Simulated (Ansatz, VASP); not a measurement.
**Al: VASP beside Ansatz**

The input INCAR:

```
PREC = Accurate
ENCUT = 520
EDIFF = 1E-7
ISMEAR = 0
SIGMA = 0.15
LREAL = F
LASPH = T
NELM = 100
ALGO = Fast
ISIF = 2
LWAVE = F
LCHARG = F
GGA = PS
NBANDS = 14
```

KPOINTS

```
Automatic mesh
0
Gamma
  18 18 6
```

File POSCAR:

```
Al
1.0
    2.8362844918      0.0070907112      0.0000000000
   -1.4120015098      2.4527490666      0.0000000000
    0.0000000000      0.0000000000      9.3221494563
Al
4
Direct
    0.0000000000      0.0000000000      0.0000000000
    0.3333333333      0.6666666667      0.2500000000
    0.0000000000      0.0000000000      0.5000000000
    0.6666666667      0.3333333333      0.7500000000
```

Input for Ansatz:

```yaml
crystal:
  lattice:
    - [2.8362844918, 0.0070907112, 0.0]
    - [-1.4120015098, 2.4527490666, 0.0]
    - [0.0, 0.0, 9.3221494563]
  atoms:
    - { symbol: Al, position: [0.0, 0.0, 0.0] }
    - { symbol: Al, position: [0.3333333333, 0.6666666667, 0.25] }
    - { symbol: Al, position: [0.0, 0.0, 0.5] }
    - { symbol: Al, position: [0.6666666667, 0.3333333333, 0.75] }
basis:
  ecutwfc: 420
kpoints:
  mp_grid: { grid: [18, 18, 6] }
hamiltonian:
  xc: pbesol
scf:
  occupations: { method: gaussian, width: 0.15 }
output:
  forces: true
  stress: true
  eigenvalues: true
  write_density: true
  write_potential: true
  elf: true
  volumetric_format: npy
```

Change from the starting cell: strain +0.0050 x Voigt [0, 0, 0, 0, 0, 1], atoms carried along.

Alike in both runs: task single point; functional PBEsol; k mesh 18 × 18 × 6; occupations gaussian, width 0.15 eV; no spin polarisation.

```csv
,VASP,Ansatz
version,VASP 6.6.1,Ansatz 0.2.0
potentials or method,"VASP PAW PBE potentials, release 64 (Al), cutoff 520 eV","scalar-relativistic, plane waves, PAW"
valence electrons in the cell,12,12
```

VASP gave:

- gap on the k mesh at the Fermi level (eV): none
- pressure (GPa): 0.1
- traceless stress, the component that is largest in VASP (GPa): -0.20

Question: Estimate Ansatz's values.

Answer: gap on the k mesh at the Fermi level (eV): none; pressure (GPa): 0.0; traceless stress, the component that is largest in VASP (GPa): -0.20.

VASP's potentials were made for PBE, not for PBEsol. A gap of «none» marks a metal or a gap that the smearing closes.
